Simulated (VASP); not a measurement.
# Te5Mo (P-6m2) in VASP: relaxation of cell and atoms with PBE

Aim: the relaxation of cell and atoms of Te5Mo with PBE.

All numbers are computed with VASP 6.6.1; they aren't measurements. Logs are shortened: lines on timing, memory, paths and dates and some standing lists are left out, and cuts for length are marked.

## Step 1: The cell of the first run

Symmetry: P-6m2, No. 187, hexagonal system. The conventional cell has a = 3.692 Å, b = 3.692 Å, c = 15.357 Å, α = 90.00°, β = 90.00°, γ = 120.00°. Te (site symmetry 3m) has 3 Mo at 2.77 Å and 7 Te at 3.53 to 3.69 Å within 3.7 Å. Te (site symmetry 3m) has 9 Te at 3.07 to 3.69 Å within 4.0 Å. Within 4.0 Å of Te (site symmetry -6m2) lie 12 Te at 3.07 to 3.69 Å. Within 3.7 Å of Mo (site symmetry -6m2) lie 6 Te at 2.77 Å and 6 Mo at 3.69 Å.

The cell was generated, and may not be a known phase.

## Step 2: Relaxation of cell and atoms, PBE

INCAR reads:

```
SYSTEM = Te5Mo
PREC = Accurate
ENCUT = 600
EDIFF = 1E-6
ISMEAR = 0
SIGMA = 0.1
LREAL = .False.
LASPH = .True.
NELM = 80
ALGO = Normal
ISIF = 3
LWAVE = .False.
LCHARG = .False.
GGA = PE
IBRION = 2
NSW = 100
EDIFFG = -0.01
```

KPOINTS reads:

```
Automatic mesh
0
Gamma
  12 12 4
  0 0 0
```

POSCAR reads:

```
Te5Mo
1.0
    3.6916715152      0.0000000000      0.0000000000
   -1.8458357576      3.1970813146      0.0000000000
    0.0000000000      0.0000000000     15.3570751295
Te Mo
5 1
Direct
    0.6666666667      0.3333333333      0.8850774062
    0.3333333333      0.6666666667      0.6436112396
    0.6666666667      0.3333333333      0.5000000000
    0.3333333333      0.6666666667      0.3563887604
    0.6666666667      0.3333333333      0.1149225938
    0.3333333333      0.6666666667      0.0000000000
```

Potentials or basis: VASP PAW PBE potentials, release 64 (Te, Mo_sv).

Run with:

```console
cat potpaw_PBE.64/Te/POTCAR potpaw_PBE.64/Mo_sv/POTCAR > POTCAR
mpirun -np 1 vasp_std > vasp.out
```

OUTCAR:

```text
SYSTEM = Te5Mo
   PREC = Accurate
   ENCUT = 600
   EDIFF = 1E-6
   ISMEAR = 0
   LREAL = .False.
   LASPH = .True.
   NELM = 80
   ISIF = 3
   GGA = PE
   IBRION = 2
   NSW = 100
   EDIFFG = -0.01

 ion  position               nearest neighbor table
   1  0.667  0.333  0.885-   6 2.77   6 2.77   6 2.77   5 3.53
   2  0.333  0.667  0.644-   3 3.07   3 3.07   3 3.07
   3  0.667  0.333  0.500-   2 3.07   4 3.07   2 3.07   4 3.07   2 3.07   4 3.07
   4  0.333  0.667  0.356-   3 3.07   3 3.07   3 3.07
   5  0.667  0.333  0.115-   6 2.77   6 2.77   6 2.77   1 3.53
   6  0.333  0.667  0.000-   1 2.77   5 2.77   1 2.77   5 2.77   1 2.77   5 2.77

  LATTYP: Found a hexagonal cell.
 ALAT       =     3.6916715152
 C/A-ratio  =     4.1599245941

  Lattice vectors:

 A1 = (   3.6916715152,   0.0000000000,   0.0000000000)
 A2 = (  -1.8458357576,   3.1970813146,   0.0000000000)
 A3 = (   0.0000000000,   0.0000000000,  15.3570751295)

Analysis of symmetry for initial positions (statically):
=====================================================================
 Subroutine PRICEL returns:
 Original cell was already a primitive cell.

 Routine SETGRP: Setting up the symmetry group for a
 hexagonal supercell.

 Subroutine GETGRP returns: Found 12 space group operations
 (whereof 12 operations were pure point group operations)
 out of a pool of 24 trial point group operations.

The static configuration has the point symmetry D_3h.

Analysis of symmetry for dynamics (positions and initial velocities):
=====================================================================
 Subroutine PRICEL returns:
 Original cell was already a primitive cell.

 Routine SETGRP: Setting up the symmetry group for a
 hexagonal supercell.

 Subroutine GETGRP returns: Found 12 space group operations
 (whereof 12 operations were pure point group operations)
 out of a pool of 24 trial point group operations.

The dynamic configuration has the point symmetry D_3h.

 Subroutine INISYM returns: Found 12 space group operations
 (whereof 12 operations are pure point group operations),
 and found     1 'primitive' translations

----------------------------------------------------------------------------------------

                                     Primitive cell

  volume of cell :     181.2530

  direct lattice vectors                    reciprocal lattice vectors
     3.691671515  0.000000000  0.000000000     0.270880005  0.156392644  0.000000000
    -1.845835758  3.197081315  0.000000000     0.000000000  0.312785288  0.000000000
     0.000000000  0.000000000 15.357075130     0.000000000  0.000000000  0.065116566

  length of vectors
     3.691671515  3.691671515 15.357075130     0.312785288  0.312785288  0.065116566

  position of ions in fractional coordinates (direct lattice)
     0.666666667  0.333333333  0.885077406
     0.333333333  0.666666667  0.643611240
     0.666666667  0.333333333  0.500000000
     0.333333333  0.666666667  0.356388760
     0.666666667  0.333333333  0.114922594
     0.333333333  0.666666667  0.000000000

  ion indices of the primitive-cell ions
   primitive index   ion index
                 1           1
                 2           2
                 3           3
                 4           4
                 5           5
                 6           6

----------------------------------------------------------------------------------------

 KPOINTS: Automatic mesh

Automatic generation of k-mesh.
 Grid dimensions read from file:
 generate k-points for:   12   12    4

 Generating k-lattice:

  Cartesian coordinates                     Fractional coordinates (reciprocal lattice)
     0.022573334  0.013032720  0.000000000     0.083333333 -0.000000000  0.000000000
     0.000000000  0.026065441  0.000000000     0.000000000  0.083333333  0.000000000
     0.000000000  0.000000000  0.016279142     0.000000000  0.000000000  0.250000000

  Length of vectors
     0.026065441  0.026065441  0.016279142

  Shift w.r.t. Gamma in fractional coordinates (k-lattice)
     0.000000000  0.000000000  0.000000000

 Subroutine IBZKPT returns following result:
 ===========================================

 Found     57 irreducible k-points:

 Following reciprocal coordinates:
            Coordinates               Weight
  0.000000  0.000000  0.000000      1.000000
  0.083333  0.000000  0.000000      6.000000
  0.166667  0.000000  0.000000      6.000000
  0.250000  0.000000  0.000000      6.000000
  0.333333  0.000000  0.000000      6.000000
  0.416667 -0.000000  0.000000      6.000000
[... 16 lines left out ...]
  0.250000  0.000000  0.250000     12.000000
  0.333333  0.000000  0.250000     12.000000
 [... further k-points ...]
   k-points           NKPTS =     57   k-points in BZ     NKDIM =     57   number of bands    NBANDS=     26
   number of dos      NEDOS =    301   number of ions     NIONS =      6
   total plane-waves  NPLWV = 113400
   dimension x,y,z NGX =    30 NGY =   30 NGZ =  126
   dimension x,y,z NGXF=    60 NGYF=   60 NGZF=  252
   ions per type =               5   1
   NGX,Y,Z   is equivalent  to a cutoff of  13.51, 13.51, 13.64 a.u.
   NGXF,Y,Z  is equivalent  to a cutoff of  27.02, 27.02, 27.28 a.u.
 SYSTEM =  Te5Mo
   PREC   = accura    normal or accurate (medium, high low for compatibility)
   ISTART =      0    job   : 0-new  1-cont  2-samecut
   ICHARG =      2    charge: 1-file 2-atom 10-const
   ISPIN  =      1    spin polarized calculation?
   LNONCOLLINEAR =      F non collinear calculations
   LSORBIT =      F    spin-orbit coupling
   LASPH  =      T    aspherical Exc in radial PAW
   ENCUT  =  600.0 eV  44.10 Ry    6.64 a.u.   7.37  7.37 30.67*2*pi/ulx,y,z
   NELM   =     80;   NELMIN=  2; NELMDL= -5     # of ELM steps
   EDIFF  = 0.1E-05   stopping-criterion for ELM
   LREAL  =      F    real-space projection
   EDIFFG = -.1E-01   stopping-criterion for IOM
   NSW    =    100    number of steps for IOM
   IBRION =      2    ionic relax: 0-MD 1-quasi-New 2-CG
   NFREE  =      1    steps in history (QN), initial steepest desc. (CG)
   ISIF   =      3    stress and relaxation
   ISYM   =      2    0-nonsym 1-usesym 2-fastsym
   POTIM  = 0.5000    time-step for ionic-motion
   TEBEG  =    0.0;   TEEND  =   0.0 temperature during run
   PSTRESS=    0.0 pullay stress
   NELECT =      44.0000    total number of electrons
   NUPDOWN=      -1.0000    fix difference up-down
   EMIN   =  10.00;   EMAX   =-10.00  energy-range for DOS
   EFERMI =   0.00;   METHOD = LEGACY
   ISMEAR =     0;   SIGMA  =   0.10  broadening in eV -4-tet -1-fermi 0-gaus
   EFERMI_NEDOS =   21; number of points for ismear=-14 and -15
   IALGO  =     38    algorithm
   IMIX   =      4    mixing-type and parameters
     AMIX     =   0.40;   BMIX     =  1.00
     AMIX_MAG =   1.60;   BMIX_MAG =  1.00
  volume/ion in A,a.u.               =      30.21       203.86
  Fermi-wavevector in a.u.,A,eV,Ry     =   1.021247  1.929876 14.190124  1.042945
  Thomas-Fermi vector in A             =   2.154861
   LORBIT       =      0    0 simple, 1 ext, 2 COOP (PROOUT), +10 PAW based schemes
   GGA     = PE    functional components
   LHFCALC =     F    Hartree Fock is set to
   AEXX    =    0.0000 exact exchange contribution
   IVDW    =     0    specifies the selected vdW correction
   LEPSILON=     F    determine dielectric tensor
   LRPA    =     F    only Hartree local field effects (RPA)
 conjugate gradient relaxation of ions
 non-spin polarized calculation
 Gauss-broadening in eV      SIGMA  =   0.10
  energy-cutoff  :      600.00
  volume of cell :      181.25
 maximum number of plane-waves:      6127
 NGX is ok and might be reduce to    30
   NGX = 15   NGY = 15   NGZ = 61

--------------------------------------- Ionic step        1  -------------------------------------------

 number of electron      43.9999999 magnetization

 Free energy of the ion-electron system (eV)
  ---------------------------------------------------
  ext. energy  EPLUGINS =         0.00000000
  ---------------------------------------------------
  free energy    TOTEN  =       -26.41800566 eV

  energy without entropy =      -26.40772756  energy(sigma->0) =      -26.41286661

------------------------ aborting loop because EDIFF is reached ----------------------------------------

  FORCE on cell =-STRESS in cart. coord.  units (eV):
  Direction    XX          YY          ZZ          XY          YZ          ZX
  --------------------------------------------------------------------------------------
  -------------------------------------------------------------------------------------
  Total       -0.1602189     -0.1602189     -0.3537188      0.0000000      0.0000000      0.0000000
  in kB       -1.4162470     -1.4162470     -3.1266805      0.0000000      0.0000000      0.0000000
  external PRESSURE =      -1.9863915 kB  Pullay stress =       0.0000000 kB
[... 65 lines left out ...]
  energy  without entropy=      -26.4076320434  energy(sigma->0) =      -26.41275299

--------------------------------------- Ionic step        3  -------------------------------------------

 number of electron      44.0000000 magnetization

 Free energy of the ion-electron system (eV)
  ---------------------------------------------------
  ext. energy  EPLUGINS =         0.00000000
  ---------------------------------------------------
  free energy    TOTEN  =       -26.41839985 eV

  energy without entropy =      -26.40811229  energy(sigma->0) =      -26.41325607

 E-fermi :   6.9414     XC(G=0):  -9.5411

 val. band max:        6.9143694418   @ k =   0.2500   0.0000   0.0000
 cond. band min:       6.9768781363   @ k =   0.3333   0.3333   0.0000
 fundamental gap:      0.0625086944
 Fermi energy:         6.9413815050

 k-point     1 :       0.0000    0.0000    0.0000
  band No.  band energies     occupation
      1     -54.5394      2.00000
      2     -28.6164      2.00000
      3     -28.6120      2.00000
      4     -28.6120      2.00000
      5      -7.5785      2.00000
      6      -5.9992      2.00000
[... 685 lines left out ...]
     25       7.7898      0.00000
     26       8.2310      0.00000

 [... further k-points ...]
[... 5 lines left out ...]
  --------------------------------------------------------------------------------------
  -------------------------------------------------------------------------------------
  Total        0.0269640      0.0269640     -0.0233693      0.0000000     -0.0000000      0.0000000
  in kB        0.2389431      0.2389431     -0.2070884      0.0000000     -0.0000000      0.0000000
  external PRESSURE =       0.0902659 kB  Pullay stress =       0.0000000 kB
[... 21 lines left out ...]
  FREE ENERGIE OF THE ION-ELECTRON SYSTEM (eV)
  ---------------------------------------------------
  free  energy   TOTEN  =       -26.4183998511 eV

  energy  without entropy=      -26.4081122861  energy(sigma->0) =      -26.41325607

 reached required accuracy - stopping structural energy minimisation
```

Wall time 7.7 min (1 thread of Intel Xeon 6975P-C (Granite Rapids), shared host); peak memory 0.55 GiB.

What came out:

```
Free energy                           : -26.4184 eV
Relaxed volume                        : 30.13 Å³/atom
Relaxed cell                          : a = 3.689 Å, b = 3.689 Å, c = 15.337 Å, α = 90.00°, β = 90.00°, γ = 120.00°
Space group after relaxing (to 0.1 Å) : P-6m2 (No. 187)
Energy gained by relaxing             : 0.1 meV/atom
Ionic steps                           : 3
Pressure after relaxing               : 0.0 GPa
Largest force after relaxing          : 0.008 eV/Å
Band gap on the k mesh                : zero (bands 22 and 23 overlap by 1.61 eV)
```

Forces in eV/Å, atoms in the order of the input:
```
Te   0.000  0.000 -0.004
Te   0.000  0.000 -0.008
Te   0.000  0.000  0.000
Te   0.000  0.000  0.008
Te   0.000  0.000  0.004
Mo   0.000  0.000  0.000
```

The path:
```
step  energy change (eV)  largest force (eV/Å)  pressure (GPa)  volume (Å³)
   1              0.0000                0.0454           -0.20       181.25
   2              0.0001                0.0640            0.24       180.27
   3             -0.0004                0.0085            0.01       180.80
```

Final structure:
```
CELL_PARAMETERS angstrom
3.68948 0.00000 0.00000
-1.84474 3.19518 0.00000
0.00000 0.00000 15.33695
ATOMIC_POSITIONS crystal
Te 0.66667 0.33333 0.88514
Te 0.33333 0.66667 0.64356
Te 0.66667 0.33333 0.50000
Te 0.33333 0.66667 0.35644
Te 0.66667 0.33333 0.11486
Mo 0.33333 0.66667 0.00000
```

Caveat: spin-orbit coupling is left out, which moves the levels of the heavy elements; this functional lacks dispersion, which binds layers or chains, so the pressure and a relaxed spacing across them are unreliable.

The gap in the log of VASP goes by the Fermi energy; the results here count the filled bands.